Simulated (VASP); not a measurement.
# TaAl2 (I4/mcm) in VASP: notebook

Runs on TaAl2. Level: PBE. Tasks: single point, relaxation of cell and atoms.

Program: VASP 6.6.1. These are calculated values, not measurements. Logs are shortened: lines on timing, memory, paths and dates and some standing lists are left out, and cuts for length are marked.

## Step 1: The cell of the first run

It takes space group I4/mcm (No. 140, tetragonal). The conventional cell has a = 6.107 Å, b = 6.107 Å, c = 5.083 Å, α = 90.00°, β = 90.00°, γ = 90.00°. Within 3.4 Å of Ta (site symmetry 422) lie 2 Ta at 2.54 Å and 8 Al at 2.61 Å. Al (site symmetry m2m) has 4 Ta at 2.61 Å and 11 Al at 2.88 to 3.26 Å within 3.4 Å.

## Step 2: Single point, PBE

INCAR

```
ALGO = Fast
EDIFF = 1E-7
ENCUT = 520
GGA = PE
ISIF = 2
ISMEAR = 0
LASPH = T
LCHARG = T
LELF = T
LREAL = F
LVHAR = T
LWAVE = F
NBANDS = 26
NELM = 100
PREC = Accurate
SIGMA = 0.1
```

KPOINTS

```
k-points
0
Gamma
  6 6 6
```

POSCAR

```
TaAl2
1.0
   -3.0533770480      3.0533770480      2.5416345881
    3.0533770480     -3.0533770480      2.5416345881
    3.0533770480      3.0533770480     -2.5416345881
Ta Al
2 4
Direct
    0.2500000000      0.2500000000      0.0000000000
    0.7500000000      0.7500000000      0.0000000000
    0.6670000000      0.1670000000      0.8340000000
    0.1670000000      0.3330000000      0.5000000000
    0.3330000000      0.8330000000      0.1660000000
    0.8330000000      0.6670000000      0.5000000000
```

Potentials or basis: VASP PAW PBE potentials, release 64 (Ta_pv, Al).

Command:

```sh
$ cat potpaw_PBE.64/Ta_pv/POTCAR potpaw_PBE.64/Al/POTCAR > POTCAR
$ mpirun -np 1 vasp_std > vasp.out
```

OUTCAR:

```text
EDIFF = 1E-7
   ENCUT = 520
   GGA = PE
   ISIF = 2
   ISMEAR = 0
   LASPH = T
   LREAL = F
   NELM = 100
   PREC = Accurate

 ion  position               nearest neighbor table
   1  0.250  0.250  0.000-   2 2.54   2 2.54   4 2.61   4 2.61   3 2.61   5 2.61   3 2.61   6 2.61
                             6 2.61   5 2.61
   2  0.750  0.750  0.000-   1 2.54   1 2.54   6 2.61   6 2.61   3 2.61   5 2.61   3 2.61   5 2.61
                             4 2.61   4 2.61
   3  0.667  0.167  0.834-   1 2.61   2 2.61   1 2.61   2 2.61   5 2.88   5 2.92   5 2.92   4 3.22
                             6 3.22   6 3.22   4 3.22   6 3.26   4 3.26   4 3.26   6 3.26
   4  0.167  0.333  0.500-   1 2.61   1 2.61   2 2.61   2 2.61   6 2.88   6 2.92   6 2.92   5 3.22
                             5 3.22   3 3.22   3 3.22   3 3.26   3 3.26   5 3.26   5 3.26
   5  0.333  0.833  0.166-   1 2.61   2 2.61   1 2.61   2 2.61   3 2.88   3 2.92   3 2.92   4 3.22
                             6 3.22   6 3.22   4 3.22   4 3.26   6 3.26   4 3.26   6 3.26
   6  0.833  0.667  0.500-   2 2.61   2 2.61   1 2.61   1 2.61   4 2.88   4 2.92   4 2.92   3 3.22
                             5 3.22   5 3.22   3 3.22   3 3.26   3 3.26   5 3.26   5 3.26

  LATTYP: Found a body centered tetragonal cell.
 ALAT       =     6.1067540960
 C/A-ratio  =     0.8324011572

  Lattice vectors:

 A1 = (  -3.0533770480,   3.0533770480,   2.5416345881)
 A2 = (   3.0533770480,  -3.0533770480,   2.5416345881)
 A3 = (   3.0533770480,   3.0533770480,  -2.5416345881)

Analysis of symmetry for initial positions (statically):
=====================================================================
 Subroutine PRICEL returns:
 Original cell was already a primitive cell.

 Routine SETGRP: Setting up the symmetry group for a
 body centered tetragonal supercell.

 Subroutine GETGRP returns: Found 16 space group operations
 (whereof  8 operations were pure point group operations)
 out of a pool of 16 trial point group operations.

The static configuration has the point symmetry C_4h.
 The point group associated with its full space group is D_4h.

Analysis of symmetry for dynamics (positions and initial velocities):
=====================================================================
 Subroutine PRICEL returns:
 Original cell was already a primitive cell.

 Routine SETGRP: Setting up the symmetry group for a
 body centered tetragonal supercell.

 Subroutine GETGRP returns: Found 16 space group operations
 (whereof  8 operations were pure point group operations)
 out of a pool of 16 trial point group operations.

The dynamic configuration has the point symmetry C_4h.
 The point group associated with its full space group is D_4h.

 Subroutine INISYM returns: Found 16 space group operations
 (whereof  8 operations are pure point group operations),
 and found     1 'primitive' translations

----------------------------------------------------------------------------------------

                                     Primitive cell

  volume of cell :      94.7838

  direct lattice vectors                    reciprocal lattice vectors
    -3.053377048  3.053377048  2.541634588     0.000000000  0.163753114  0.196723794
     3.053377048 -3.053377048  2.541634588     0.163753114  0.000000000  0.196723794
     3.053377048  3.053377048 -2.541634588     0.163753114  0.163753114  0.000000000

  length of vectors
     5.010601678  5.010601678  5.010601678     0.255959633  0.255959633  0.231581875

  position of ions in fractional coordinates (direct lattice)
     0.250000000  0.250000000  0.000000000
     0.750000000  0.750000000  0.000000000
     0.667000000  0.167000000  0.834000000
     0.167000000  0.333000000  0.500000000
     0.333000000  0.833000000  0.166000000
     0.833000000  0.667000000  0.500000000

  ion indices of the primitive-cell ions
   primitive index   ion index
                 1           1
                 2           2
                 3           3
                 4           4
                 5           5
                 6           6

----------------------------------------------------------------------------------------

 KPOINTS: k-points

Automatic generation of k-mesh.
 Grid dimensions read from file:
 generate k-points for:    6    6    6

 Generating k-lattice:

  Cartesian coordinates                     Fractional coordinates (reciprocal lattice)
     0.000000000  0.027292186  0.032787299     0.166666667  0.000000000  0.000000000
     0.027292186  0.000000000  0.032787299     0.000000000  0.166666667  0.000000000
     0.027292186  0.027292186  0.000000000     0.000000000  0.000000000  0.166666667

  Length of vectors
     0.042659939  0.042659939  0.038596979

  Shift w.r.t. Gamma in fractional coordinates (k-lattice)
     0.000000000  0.000000000  0.000000000

 Subroutine IBZKPT returns following result:
 ===========================================

 Found     30 irreducible k-points:

 Following reciprocal coordinates:
            Coordinates               Weight
  0.000000  0.000000  0.000000      1.000000
  0.166667  0.000000  0.000000      8.000000
  0.333333  0.000000  0.000000      8.000000
  0.500000 -0.000000  0.000000      4.000000
  0.166667  0.166667 -0.000000      8.000000
  0.333333  0.166667  0.000000     16.000000
[... 16 lines left out ...]
 -0.333333 -0.333333  0.166667      8.000000
 -0.166667 -0.333333  0.166667      8.000000
 [... further k-points ...]
   k-points           NKPTS =     30   k-points in BZ     NKDIM =     30   number of bands    NBANDS=     26
   number of dos      NEDOS =    301   number of ions     NIONS =      6
   total plane-waves  NPLWV =  64000
   dimension x,y,z NGX =    40 NGY =   40 NGZ =   40
   dimension x,y,z NGXF=    80 NGYF=   80 NGZF=   80
   ions per type =               2   4
   NGX,Y,Z   is equivalent  to a cutoff of  13.27, 13.27, 13.27 a.u.
   NGXF,Y,Z  is equivalent  to a cutoff of  26.54, 26.54, 26.54 a.u.
 SYSTEM =  unknown system
   PREC   = accura    normal or accurate (medium, high low for compatibility)
   ISTART =      0    job   : 0-new  1-cont  2-samecut
   ICHARG =      2    charge: 1-file 2-atom 10-const
   ISPIN  =      1    spin polarized calculation?
   LNONCOLLINEAR =      F non collinear calculations
   LSORBIT =      F    spin-orbit coupling
   LASPH  =      T    aspherical Exc in radial PAW
   ENCUT  =  520.0 eV  38.22 Ry    6.18 a.u.   9.32  9.32  9.32*2*pi/ulx,y,z
   NELM   =    100;   NELMIN=  2; NELMDL= -5     # of ELM steps
   EDIFF  = 0.1E-06   stopping-criterion for ELM
   LREAL  =      F    real-space projection
   EDIFFG = 0.1E-05   stopping-criterion for IOM
   NSW    =      0    number of steps for IOM
   IBRION =     -1    ionic relax: 0-MD 1-quasi-New 2-CG
   NFREE  =      0    steps in history (QN), initial steepest desc. (CG)
   ISIF   =      2    stress and relaxation
   ISYM   =      2    0-nonsym 1-usesym 2-fastsym
   POTIM  = 0.5000    time-step for ionic-motion
   TEBEG  =    0.0;   TEEND  =   0.0 temperature during run
   PSTRESS=    0.0 pullay stress
   NELECT =      34.0000    total number of electrons
   NUPDOWN=      -1.0000    fix difference up-down
   EMIN   =  10.00;   EMAX   =-10.00  energy-range for DOS
   EFERMI =   0.00;   METHOD = LEGACY
   ISMEAR =     0;   SIGMA  =   0.10  broadening in eV -4-tet -1-fermi 0-gaus
   EFERMI_NEDOS =   21; number of points for ismear=-14 and -15
   IALGO  =     68    algorithm
   IMIX   =      4    mixing-type and parameters
     AMIX     =   0.40;   BMIX     =  1.00
     AMIX_MAG =   1.60;   BMIX_MAG =  1.00
  volume/ion in A,a.u.               =      15.80       106.61
  Fermi-wavevector in a.u.,A,eV,Ry     =   1.163206  2.198140 18.409325  1.353047
  Thomas-Fermi vector in A             =   2.299758
   LORBIT       =      0    0 simple, 1 ext, 2 COOP (PROOUT), +10 PAW based schemes
   GGA     = PE    functional components
   LHFCALC =     F    Hartree Fock is set to
   AEXX    =    0.0000 exact exchange contribution
   IVDW    =     0    specifies the selected vdW correction
   LEPSILON=     F    determine dielectric tensor
   LRPA    =     F    only Hartree local field effects (RPA)
 non-spin polarized calculation
 RMM-DIIS sequential band-by-band and
 Gauss-broadening in eV      SIGMA  =   0.10
  energy-cutoff  :      520.00
  volume of cell :       94.78
 maximum number of plane-waves:      2577
 NGX is ok and might be reduce to    40
   NGX = 19   NGY = 19   NGZ = 19

 number of electron      33.9999999 magnetization

 Free energy of the ion-electron system (eV)
  ---------------------------------------------------
  ext. energy  EPLUGINS =         0.00000000
  ---------------------------------------------------
  free energy    TOTEN  =       -35.34096813 eV

  energy without entropy =      -35.31305620  energy(sigma->0) =      -35.32701216

 E-fermi :   7.4225     XC(G=0): -11.2509

 val. band max:        7.4023507592   @ k =  -0.3333  -0.3333   0.1667
 cond. band min:       7.4305305151   @ k =  -0.3333  -0.3333   0.3333
 fundamental gap:      0.0281797559
 Fermi energy:         7.4224516962

 k-point     1 :       0.0000    0.0000    0.0000
  band No.  band energies     occupation
      1     -26.9662      2.00000
      2     -25.9948      2.00000
      3     -25.9948      2.00000
      4     -25.7016      2.00000
      5     -25.7016      2.00000
      6     -24.7450      2.00000
[... 18 lines left out ...]
     25      13.3281      0.00000
     26      13.4229      0.00000

 k-point     2 :       0.1667    0.0000    0.0000
  band No.  band energies     occupation
      1     -26.8342      2.00000
      2     -25.9763      2.00000
      3     -25.9762      2.00000
      4     -25.7223      2.00000
      5     -25.7223      2.00000
      6     -24.9144      2.00000
[... 18 lines left out ...]
     25      12.7733      0.00000
[... 608 lines left out ...]
     25      13.0331      0.00000
     26      13.7464      0.00000

 k-point    24 :      -0.1667   -0.3333    0.1667
  band No.  band energies     occupation
      1     -25.9312      2.00000
      2     -25.9283      2.00000
      3     -25.8586      2.00000
      4     -25.8586      2.00000
      5     -25.8466      2.00000
      6     -25.8466      2.00000
[... 18 lines left out ...]
     25      13.2249      0.00000
     26      13.8298      0.00000

 [... further k-points ...]

------------------------ aborting loop because EDIFF is reached ----------------------------------------

  FORCE on cell =-STRESS in cart. coord.  units (eV):
  Direction    XX          YY          ZZ          XY          YZ          ZX
  --------------------------------------------------------------------------------------
  -------------------------------------------------------------------------------------
  Total       18.3584233     18.3584233     17.5029966      0.0000000     -0.0000000      0.0000000
  in kB      310.3215845    310.3215845    295.8618802      0.0000000     -0.0000000      0.0000000
  external PRESSURE =     305.5016831 kB  Pullay stress =       0.0000000 kB

 VOLUME and BASIS-vectors are now :
 -----------------------------------------------------------------------------
  energy-cutoff  :      520.00
  volume of cell :       94.78
      direct lattice vectors                 reciprocal lattice vectors
    -3.053377048  3.053377048  2.541634588     0.000000000  0.163753114  0.196723794
     3.053377048 -3.053377048  2.541634588     0.163753114  0.000000000  0.196723794
     3.053377048  3.053377048 -2.541634588     0.163753114  0.163753114  0.000000000

 POSITION                                       TOTAL-FORCE (eV/Angst)
 -----------------------------------------------------------------------------------
      0.00000      0.00000      1.27082        -0.000000      0.000000      0.000000
      0.00000      0.00000      3.81245        -0.000000      0.000000      0.000000
      1.01983      4.07320      0.00000        -0.178256     -0.178256      0.000000
      2.03355      1.01983      0.00000         0.178256     -0.178256     -0.000000
      2.03355     -1.01983      2.54163         0.178256      0.178256     -0.000000
      1.01983      2.03355      2.54163        -0.178256      0.178256      0.000000
 -----------------------------------------------------------------------------------
    total drift:                               -0.000000     -0.000000      0.000000

  FREE ENERGIE OF THE ION-ELECTRON SYSTEM (eV)
  ---------------------------------------------------
  free  energy   TOTEN  =       -35.3409681276 eV

  energy  without entropy=      -35.3130562000  energy(sigma->0) =      -35.32701216
```

It took 1.7 min on 1 thread of Intel Xeon Platinum 8259CL at 2.50GHz (Skylake/Cascade Lake), shared host; peak memory 0.26 GiB.

What came out:

```yaml
Free_energy: -35.3410 eV
Pressure: 30.6 GPa
Largest_force: 0.252 eV/Å
Band_gap_on_the_k_mesh: zero (bands 17 and 18 overlap by 0.67 eV)
```

Forces on the atoms (eV/Å):
```
Ta   0.000  0.000  0.000
Ta   0.000  0.000  0.000
Al  -0.178 -0.178  0.000
Al   0.178 -0.178  0.000
Al   0.178  0.178  0.000
Al  -0.178  0.178  0.000
```

Caveat: the cell stands under pressure; spin-orbit coupling is left out, which moves the levels of the heavy elements.

## Step 3: Relaxation of cell and atoms, PBE

INCAR

```
SYSTEM = TaAl2
ALGO = Fast
EDIFF = 1E-6
EDIFFG = -0.04
ENCUT = 600
GGA = PE
IBRION = 2
ISIF = 3
ISMEAR = 0
LASPH = .True.
LCHARG = .False.
LREAL = .False.
LWAVE = .False.
NELM = 100
NSW = 90
PREC = Accurate
SIGMA = 0.1
```

KPOINTS

```
k-points
0
Gamma
  4 4 4
  0 0 0
```

POSCAR is that of step 2.

Potentials or basis: VASP PAW PBE potentials, release 64 (Ta_pv, Al).

Command:

```sh
$ cat potpaw_PBE.64/Ta_pv/POTCAR potpaw_PBE.64/Al/POTCAR > POTCAR
$ mpirun -np 1 vasp_std > vasp.out
```

Run time: 16 min. Hardware: 1 thread of Intel Xeon Platinum 8259CL at 2.50GHz (Skylake/Cascade Lake), shared host; peak memory 0.26 GiB.

Results (log left out):

```yaml
Free_energy: -38.2488 eV
Relaxed_volume: 21.41 Å³/atom
Relaxed_cell: a = 5.553 Å, b = 5.553 Å, c = 5.553 Å, α = 104.49°, β = 104.49°, γ = 119.98°
Space_group_after_relaxing_to_0.1_Å: P4/mmm (No. 123)
Energy_gained_by_relaxing: 480.4 meV/atom
Ionic_steps: 37
Pressure_after_relaxing: 0.1 GPa
Band_gap_on_the_k_mesh: zero (bands 17 and 18 overlap by 0.78 eV)
```

Forces on the atoms (eV/Å):
```
Ta   0.000  0.000  0.000
Ta   0.000  0.000  0.000
Al   0.002  0.002  0.000
Al  -0.002  0.002  0.000
Al  -0.002 -0.002  0.000
Al   0.002 -0.002  0.000
```

Stress tensor (GPa, compression positive):
```
 0.18  0.00  0.00
 0.00  0.18  0.00
 0.00  0.00 -0.20
```

Step by step:
```tsv
step	energy change (eV)	largest force (eV/Å)	pressure (GPa)	volume (Å³)
1	0.0000	0.2157	30.24	94.78
2	-0.3824	0.9931	-13.25	141.81
3	-1.7768	0.6228	0.19	116.29
4	-1.7772	0.6355	-0.25	116.81
5	-1.9030	0.5424	-0.20	117.36
6	-1.9336	0.1908	1.09	118.66
7	-2.0020	0.3679	0.38	118.11
8	-2.0626	0.4189	-0.08	119.28
9	-2.2431	0.5088	-1.28	122.80
10	-2.4614	0.5131	-4.07	129.91
11	-2.4824	0.4721	-5.19	132.50
12	-2.4939	0.4604	-5.15	132.50
13	-2.5258	0.4244	-5.03	132.52
14	-2.5771	0.3503	-4.86	132.56
15	-2.6258	0.2097	-4.71	132.62
16	-2.6910	0.1965	-3.58	131.14
17	-2.7892	0.1609	-0.66	127.58
18	-2.7054	0.0689	6.45	120.60
19	-2.8047	0.1378	1.08	125.63
20	-2.8048	0.1361	1.27	125.50
21	-2.8151	0.1346	1.05	125.86
22	-2.8388	0.1282	0.65	126.95
23	-2.8472	0.1092	-0.27	129.09
24	-2.8512	0.1172	0.06	128.26
25	-2.8513	0.1164	0.01	128.34
26	-2.8528	0.1143	-0.06	128.43
27	-2.8571	0.1077	-0.20	128.67
28	-2.8634	0.0940	-0.60	129.15
29	-2.8671	0.0630	-1.22	130.12
30	-2.8678	0.0611	-1.30	130.08
31	-2.8698	0.0557	-1.21	129.96
32	-2.8733	0.0452	-1.02	129.72
33	-2.8784	0.0250	-0.65	129.24
34	-2.8805	0.0125	0.05	128.29
35	-2.8809	0.0023	-0.13	128.55
36	-2.8816	0.0007	-0.08	128.52
37	-2.8824	0.0024	0.06	128.44
```

Final structure:
```
CELL_PARAMETERS angstrom
-3.40028 3.40028 2.77731
3.40028 -3.40028 2.77731
3.40028 3.40028 -2.77731
ATOMIC_POSITIONS crystal
Ta 0.25000 0.25000 0.00000
Ta 0.75000 0.75000 0.00000
Al 0.74973 0.24973 0.99945
Al 0.24973 0.25027 0.50000
Al 0.25027 0.75027 0.00055
Al 0.75027 0.74973 0.50000
```

Levels at points of the mesh, in eV from the Fermi level:
```
           k point  band 14  band 15  band 16  band 17  band 18  band 19  band 20  band 21
(0.00, 0.00, 0.00)    -1.06    -1.06    -0.14    -0.07     0.15     0.34     0.93     1.20
(0.50, 0.00, 0.00)    -1.07    -0.84    -0.84    -0.02    -0.02     2.15     2.18     2.21
(0.50, 0.50, 0.00)    -1.57    -1.39    -0.80    -0.11     0.58     1.00     1.24     3.09
(0.50, 0.50, 0.50)    -2.56    -1.97    -0.85    -0.69     1.80     1.82     3.39     3.68
```

Caveat: the k points lie up to 0.37 Å⁻¹ apart in the final cell, too coarse for converged energies and pressures of a metal; the volume moved by over 15 % at a fixed basis, so the end points are rough; spin-orbit coupling is left out, which moves the levels of the heavy elements.
